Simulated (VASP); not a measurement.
# In (Im-3m) in VASP: notebook

Runs on In. Level: PBE. Tasks: relaxation of cell and atoms.

Program: VASP 6.6.1. These are calculated values, not measurements. Logs are shortened: lines on timing, memory, paths and dates and some standing lists are left out, and cuts for length are marked.

### 1 The cell of the first run

Symmetry: Im-3m, No. 229, cubic system. Conventional cell: a = 3.804 Å, b = 3.804 Å, c = 3.804 Å, α = 90.00°, β = 90.00°, γ = 90.00°. Within 4.3 Å of In (site symmetry m-3m) lie 14 In at 3.29 to 3.80 Å.

### 2 Relaxation of cell and atoms, PBE

Input file INCAR:

```
SYSTEM = In
PREC = Accurate
ENCUT = 600
EDIFF = 1E-6
ISMEAR = -1
SIGMA = 0.05
LREAL = .False.
LASPH = .True.
NELM = 60
ALGO = Normal
ISIF = 3
LWAVE = .False.
LCHARG = .False.
GGA = PE
IBRION = 2
NSW = 60
EDIFFG = -0.005
```

Input file KPOINTS:

```
Automatic mesh
0
Gamma
  15 15 15
  0 0 0
```

Input file POSCAR:

```
In
1.0
   -1.9018218905      1.9018218905      1.9018218905
    1.9018218905     -1.9018218905      1.9018218905
    1.9018218905      1.9018218905     -1.9018218905
In
1
Direct
    0.0000000000      0.0000000000      0.0000000000
```

Potentials or basis: VASP PAW PBE potentials, release 64 (In_d).

On the command line:

```console
cat potpaw_PBE.64/In_d/POTCAR > POTCAR
mpirun -np 1 vasp_std > vasp.out
```

OUTCAR:

```text
SYSTEM = In
   PREC = Accurate
   ENCUT = 600
   EDIFF = 1E-6
   ISMEAR = -1
   LREAL = .False.
   LASPH = .True.
   NELM = 60
   ISIF = 3
   GGA = PE
   IBRION = 2
   NSW = 60
   EDIFFG = -0.005

 ion  position               nearest neighbor table
   1  0.000  0.000  0.000-

  LATTYP: Found a body centered cubic cell.
 ALAT       =     3.8036437810

  Lattice vectors:

 A1 = (  -1.9018218905,   1.9018218905,   1.9018218905)
 A2 = (   1.9018218905,  -1.9018218905,   1.9018218905)
 A3 = (   1.9018218905,   1.9018218905,  -1.9018218905)

Analysis of symmetry for initial positions (statically):
=====================================================================
 Subroutine PRICEL returns:
 Original cell was already a primitive cell.

 Routine SETGRP: Setting up the symmetry group for a
 body centered cubic supercell.

 Subroutine GETGRP returns: Found 48 space group operations
 (whereof 48 operations were pure point group operations)
 out of a pool of 48 trial point group operations.

The static configuration has the point symmetry O_h .

Analysis of symmetry for dynamics (positions and initial velocities):
=====================================================================
 Subroutine PRICEL returns:
 Original cell was already a primitive cell.

 Routine SETGRP: Setting up the symmetry group for a
 body centered cubic supercell.

 Subroutine GETGRP returns: Found 48 space group operations
 (whereof 48 operations were pure point group operations)
 out of a pool of 48 trial point group operations.

The dynamic configuration has the point symmetry O_h .

 Subroutine INISYM returns: Found 48 space group operations
 (whereof 48 operations are pure point group operations),
 and found     1 'primitive' translations

----------------------------------------------------------------------------------------

                                     Primitive cell

  volume of cell :      27.5150

  direct lattice vectors                    reciprocal lattice vectors
    -1.901821890  1.901821890  1.901821890     0.000000000  0.262905797  0.262905797
     1.901821890 -1.901821890  1.901821890     0.262905797  0.000000000  0.262905797
     1.901821890  1.901821890 -1.901821890     0.262905797  0.262905797  0.000000000

  length of vectors
     3.294052141  3.294052141  3.294052141     0.371804944  0.371804944  0.371804944

  position of ions in fractional coordinates (direct lattice)
     0.000000000  0.000000000  0.000000000

  ion indices of the primitive-cell ions
   primitive index   ion index
                 1           1

----------------------------------------------------------------------------------------
[... 62 lines left out ...]
   ISTART =      0    job   : 0-new  1-cont  2-samecut
   ICHARG =      2    charge: 1-file 2-atom 10-const
   ISPIN  =      1    spin polarized calculation?
   LNONCOLLINEAR =      F non collinear calculations
   LSORBIT =      F    spin-orbit coupling
   LASPH  =      T    aspherical Exc in radial PAW
   ENCUT  =  600.0 eV  44.10 Ry    6.64 a.u.   6.58  6.58  6.58*2*pi/ulx,y,z
   NELM   =     60;   NELMIN=  2; NELMDL= -5     # of ELM steps
   EDIFF  = 0.1E-05   stopping-criterion for ELM
   LREAL  =      F    real-space projection
   EDIFFG = -.5E-02   stopping-criterion for IOM
   NSW    =     60    number of steps for IOM
   IBRION =      2    ionic relax: 0-MD 1-quasi-New 2-CG
   NFREE  =      1    steps in history (QN), initial steepest desc. (CG)
   ISIF   =      3    stress and relaxation
   ISYM   =      2    0-nonsym 1-usesym 2-fastsym
   POTIM  = 0.5000    time-step for ionic-motion
   TEBEG  =    0.0;   TEEND  =   0.0 temperature during run
   PSTRESS=    0.0 pullay stress
   NELECT =      13.0000    total number of electrons
   NUPDOWN=      -1.0000    fix difference up-down
   EMIN   =  10.00;   EMAX   =-10.00  energy-range for DOS
   EFERMI =   0.00;   METHOD = LEGACY
   ISMEAR =    -1;   SIGMA  =   0.05  broadening in eV -4-tet -1-fermi 0-gaus
   EFERMI_NEDOS =   21; number of points for ismear=-14 and -15
   IALGO  =     38    algorithm
   IMIX   =      4    mixing-type and parameters
     AMIX     =   0.40;   BMIX     =  1.00
     AMIX_MAG =   1.60;   BMIX_MAG =  1.00
  volume/ion in A,a.u.               =      27.52       185.68
  Fermi-wavevector in a.u.,A,eV,Ry     =   1.275066  2.409526 22.120272  1.625794
  Thomas-Fermi vector in A             =   2.407799
   LORBIT       =      0    0 simple, 1 ext, 2 COOP (PROOUT), +10 PAW based schemes
   GGA     = PE    functional components
   LHFCALC =     F    Hartree Fock is set to
   AEXX    =    0.0000 exact exchange contribution
   IVDW    =     0    specifies the selected vdW correction
   LEPSILON=     F    determine dielectric tensor
   LRPA    =     F    only Hartree local field effects (RPA)
 conjugate gradient relaxation of ions
 non-spin polarized calculation
  energy-cutoff  :      600.00
  volume of cell :       27.52
 maximum number of plane-waves:       947
   NGX = 13   NGY = 13   NGZ = 13

--------------------------------------- Ionic step        1  -------------------------------------------

 number of electron      13.0000002 magnetization

 Free energy of the ion-electron system (eV)
  ---------------------------------------------------
  ext. energy  EPLUGINS =         0.00000000
  ---------------------------------------------------
  free energy    TOTEN  =        -2.54934885 eV

  energy without entropy =       -2.54466416  energy(sigma->0) =       -2.54700650

 E-fermi :   6.9729     XC(G=0): -10.0180

 val. band max:        6.9556306837   @ k =  -0.4667   0.4667   0.4667
 cond. band min:       6.9772339987   @ k =   0.2667   0.2667   0.1333
 fundamental gap:      0.0216033150
 Fermi energy:         6.9728999834

 k-point     1 :       0.0000    0.0000    0.0000
  band No.  band energies     occupation
      1      -7.6659      2.00000
      2      -7.6659      2.00000
      3      -7.6659      2.00000
      4      -7.4219      2.00000
      5      -7.4219      2.00000
      6      -2.2344      2.00000
      7      17.5366      0.00000
      8      17.5366      0.00000
      9      17.5366      0.00000
     10      19.8167      0.00000
[... 368 lines left out ...]
--------------------------------------- Ionic step        3  -------------------------------------------

 number of electron      13.0000004 magnetization

 Free energy of the ion-electron system (eV)
  ---------------------------------------------------
  ext. energy  EPLUGINS =         0.00000000
  ---------------------------------------------------
  free energy    TOTEN  =        -2.54958922 eV

  energy without entropy =       -2.54486408  energy(sigma->0) =       -2.54722665

 E-fermi :   6.8753     XC(G=0):  -9.9752

 val. band max:        6.8276304122   @ k =   0.3333   0.2667   0.0667
 cond. band min:       6.8889618073   @ k =   0.2667   0.2667   0.1333
 fundamental gap:      0.0613313951
 Fermi energy:         6.8753146369

 k-point     1 :       0.0000    0.0000    0.0000
  band No.  band energies     occupation
      1      -7.7556      2.00000
      2      -7.7556      2.00000
      3      -7.7556      2.00000
      4      -7.5174      2.00000
      5      -7.5174      2.00000
      6      -2.2731      2.00000
      7      17.3407      0.00000
      8      17.3407      0.00000
      9      17.3407      0.00000
     10      19.6887      0.00000
[... 327 lines left out ...]
  FREE ENERGIE OF THE ION-ELECTRON SYSTEM (eV)
  ---------------------------------------------------
  free  energy   TOTEN  =        -2.5495892241 eV

  energy  without entropy=       -2.5448640756  energy(sigma->0) =       -2.54722665

 reached required accuracy - stopping structural energy minimisation
```

CONTCAR:

```text
In
   1.00000000000000
    -1.9076573449897054    1.9076573449897054    1.9076573449897054
     1.9076573449897054   -1.9076573449897054    1.9076573449897054
     1.9076573449897054    1.9076573449897054   -1.9076573449897054
  In
     1
Direct
     0.0000000000000000    0.0000000000000000    0.0000000000000000

  0.00000000E+00  0.00000000E+00  0.00000000E+00
```

Run time: 29 s. Hardware: 1 thread of Intel Xeon 6975P-C (Granite Rapids), shared host; peak memory 0.19 GiB.

Results:

```
Free energy                            : -2.5496 eV
Relaxed volume                         : 27.77 Å³/atom
Relaxed cell                           : a = 3.304 Å, b = 3.304 Å, c = 3.304 Å, α = 109.47°, β = 109.47°, γ = 109.47°
Space group after relaxing (to 0.05 Å) : Im-3m (No. 229)
Energy gained by relaxing              : 0.2 meV/atom
Ionic steps                            : 3
Pressure after relaxing                : 0.0 GPa
```

The path:
```
step  energy change (eV)  largest force (eV/Å)  pressure (GPa)  volume (Å³)
   1              0.0000                0.0000            0.30        27.51
   2             -0.0002                0.0000            0.05        27.72
   3             -0.0002                0.0000            0.00        27.77
```

Final structure:
```
CELL_PARAMETERS angstrom
-1.90766 1.90766 1.90766
1.90766 -1.90766 1.90766
1.90766 1.90766 -1.90766
ATOMIC_POSITIONS crystal
In 0.00000 0.00000 0.00000
```

Levels at points of the mesh, in eV from the Fermi level:
| k point | band 4 | band 5 | band 6 | band 7 | band 8 | band 9 |
| --- | --- | --- | --- | --- | --- | --- |
| (0.00, 0.00, 0.00) | -14.39 | -14.39 | -9.15 | 10.47 | 10.47 | 10.47 |

Caveat: spin-orbit coupling is left out, which moves the levels of the heavy elements.

### 3 Relaxation of cell and atoms, PBE

This run uses another cell than the first one, of 27.75 Å³/atom, 1.009 times its volume.

Input file INCAR:

```
SYSTEM = In
ALGO = Normal ; EDIFF = 1E-6
EDIFFG = -0.005 ; ENCUT = 600
GGA = PE ; IBRION = 2
ISIF = 3 ; ISMEAR = -1
LASPH = .True. ; LCHARG = .False.
LREAL = .False. ; LWAVE = .False.
NELM = 80 ; NSW = 45
PREC = Accurate ; SIGMA = 0.05
```

Input file KPOINTS:

```
k-points
0
Gamma
  15 15 15
  0 0 0
```

Input file POSCAR:

```
In
1.0
   -1.9073171027      1.9073171027      1.9073171027
    1.9073171027     -1.9073171027      1.9073171027
    1.9073171027      1.9073171027     -1.9073171027
In
1
Direct
    0.0000000000      0.0000000000      0.0000000000
```

Potentials or basis: VASP PAW PBE potentials, release 64 (In_d).

On the command line:

```console
cat potpaw_PBE.64/In_d/POTCAR > POTCAR
mpirun -np 1 vasp_std > vasp.out
```

OUTCAR:

```text
SYSTEM = In
   EDIFF = 1E-6
   EDIFFG = -0.005
   ENCUT = 600
   GGA = PE
   IBRION = 2
   ISIF = 3
   ISMEAR = -1
   LASPH = .True.
   LREAL = .False.
   NELM = 80
   NSW = 45
   PREC = Accurate

 ion  position               nearest neighbor table
   1  0.000  0.000  0.000-

  LATTYP: Found a body centered cubic cell.
 ALAT       =     3.8146342054

  Lattice vectors:

 A1 = (  -1.9073171027,   1.9073171027,   1.9073171027)
[... 493 lines left out ...]

 [... further k-points ...]

------------------------ aborting loop because EDIFF is reached ----------------------------------------

  FORCE on cell =-STRESS in cart. coord.  units (eV):
  Direction    XX          YY          ZZ          XY          YZ          ZX
  --------------------------------------------------------------------------------------
  -------------------------------------------------------------------------------------
  Total        0.0029420      0.0029420      0.0029420      0.0000000      0.0000000     -0.0000000
  in kB        0.1698367      0.1698367      0.1698367      0.0000000      0.0000000     -0.0000000
  external PRESSURE =       0.1698367 kB  Pullay stress =       0.0000000 kB

 VOLUME and BASIS-vectors are now :
 -----------------------------------------------------------------------------
  energy-cutoff  :      600.00
  volume of cell :       27.75
      direct lattice vectors                 reciprocal lattice vectors
    -1.907317103  1.907317103  1.907317103     0.000000000  0.262148334  0.262148334
     1.907317103 -1.907317103  1.907317103     0.262148334  0.000000000  0.262148334
     1.907317103  1.907317103 -1.907317103     0.262148334  0.262148334  0.000000000

 POSITION                                       TOTAL-FORCE (eV/Angst)
 -----------------------------------------------------------------------------------
      0.00000      0.00000      0.00000        -0.000000      0.000000      0.000000
 -----------------------------------------------------------------------------------
    total drift:                                0.000000     -0.000000     -0.000000

  FREE ENERGIE OF THE ION-ELECTRON SYSTEM (eV)
  ---------------------------------------------------
  free  energy   TOTEN  =        -2.5496203163 eV

  energy  without entropy=       -2.5448970704  energy(sigma->0) =       -2.54725869

 reached required accuracy - stopping structural energy minimisation
```

OSZICAR:

```text
N       E                     dE             d eps       ncg     rms          rms(c)
DAV:   1     0.735366391052E+02    0.73537E+02   -0.69992E+03  2406   0.176E+03
DAV:   2     0.312855732473E+00   -0.73224E+02   -0.72293E+02  2428   0.296E+02
DAV:   3    -0.250527091120E+01   -0.28181E+01   -0.28075E+01  2752   0.662E+01
DAV:   4    -0.257049505583E+01   -0.65224E-01   -0.65199E-01  3088   0.104E+01
DAV:   5    -0.257368475587E+01   -0.31897E-02   -0.31896E-02  3050   0.189E+00    0.200E+00
DAV:   6    -0.255372670209E+01    0.19958E-01   -0.38329E-02  2836   0.424E+00    0.992E-01
DAV:   7    -0.254984932621E+01    0.38774E-02   -0.12306E-02  2824   0.221E+00    0.228E-01
DAV:   8    -0.254961361436E+01    0.23571E-03   -0.70782E-04  2792   0.531E-01    0.296E-02
DAV:   9    -0.254961960105E+01   -0.59867E-05   -0.13594E-05  3308   0.569E-02    0.117E-02
DAV:  10    -0.254962031633E+01   -0.71529E-06   -0.10530E-06  1864   0.121E-02
   1 F= -.25496203E+01 E0= -.25472587E+01  d E =-.254962E+01
```

CONTCAR:

```text
In
   1.00000000000000
    -1.9073171027000000    1.9073171027000000    1.9073171027000000
     1.9073171027000000   -1.9073171027000000    1.9073171027000000
     1.9073171027000000    1.9073171027000000   -1.9073171027000000
  In
     1
Direct
     0.0000000000000000    0.0000000000000000    0.0000000000000000

  0.00000000E+00  0.00000000E+00  0.00000000E+00
```

Wall time 13 s (1 thread of Intel Xeon 6975P-C (Granite Rapids), shared host); peak memory 0.18 GiB.

Results:

```yaml
Free_energy: -2.5496 eV
Pressure_after_relaxing: 0.0 GPa
```

Final structure:
```
CELL_PARAMETERS angstrom
-1.90732 1.90732 1.90732
1.90732 -1.90732 1.90732
1.90732 1.90732 -1.90732
ATOMIC_POSITIONS crystal
In 0.00000 0.00000 0.00000
```

Levels at points of the mesh, in eV from the Fermi level:
```
           k point  band 2  band 3  band 4  band 5  band 6  band 7  band 8  band 9  band 10
(0.00, 0.00, 0.00)  -14.63  -14.63  -14.39  -14.39   -9.15   10.47   10.47   10.47    12.82
```

Caveat: the relaxation stopped at its first step, so nothing moved; spin-orbit coupling is left out, which moves the levels of the heavy elements.
